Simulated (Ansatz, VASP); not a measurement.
# Two plane-wave programs on SiC

INCAR

```
PREC = Accurate
ENCUT = 520
EDIFF = 1E-7
ISMEAR = 0
SIGMA = 0.02
LREAL = F
LASPH = T
NELM = 120
ALGO = Normal
ISIF = 2
LWAVE = F
LCHARG = F
GGA = CA
IBRION = 2
NSW = 60
EDIFFG = -0.002
GGA_COMPAT = F
NELMIN = 4
```

Contents of KPOINTS:

```
regular mesh
0
Gamma
  10 10 10
```

The input POSCAR:

```
SiC
1.0
    0.0000000000      2.1861290539      2.1489769158
    2.1861290539      0.0000000000      2.1489769158
    2.1861290539      2.1861290539      0.0000000000
Si C
1 1
Direct
    0.0000000000      0.0000000000      0.0000000000
    0.2500000000      0.2500000000      0.2500000000
```

Input for Ansatz:

```yaml
crystal:
  lattice:
    - [0.0, 2.1861290539, 2.1489769158]
    - [2.1861290539, 0.0, 2.1489769158]
    - [2.1861290539, 2.1861290539, 0.0]
  atoms:
    - { symbol: Si, position: [0.0, 0.0, 0.0] }
    - { symbol: C, position: [0.25, 0.25, 0.25] }
basis:
  ecutwfc: 420
kpoints:
  mp_grid: { grid: [10, 10, 10] }
hamiltonian:
  xc: lda
  pseudopotentials: { kind: paw }
scf:
  occupations: { method: gaussian, width: 0.02 }
output:
  forces: true
  stress: true
  eigenvalues: true
  write_density: true
  write_potential: true
  elf: true
  volumetric_format: npy
relax:
  adjacent_minimum: "off"
  f_tol: 0.002
  max_steps: 40
```

Change from the starting cell: strained cell.

Alike in both runs: task relaxation of the atoms; functional LDA; k mesh 10 × 10 × 10; occupations gaussian, width 0.02 eV; no spin polarisation.

```csv
,VASP,Ansatz
version,VASP 6.6.1,Ansatz 0.2.0
potentials or method,"VASP PAW LDA potentials, release 64 (Si, C), cutoff 520 eV","scalar-relativistic, plane waves, PAW"
valence electrons in the cell,8,8
```

|  | VASP | Ansatz | Ansatz less VASP |
| --- | --- | --- | --- |
| gap on the k mesh at the Fermi level, each at its own relaxed structure (eV) | 1.12 | 1.13 | +0.013 |

LDA's correlation is that of Perdew and Zunger in VASP and of Perdew and Wang (1992) in Ansatz. Ansatz's warnings: stress scf threshold loose.

Noted on VASP's run: the relaxation stopped at its first step, so nothing moved.
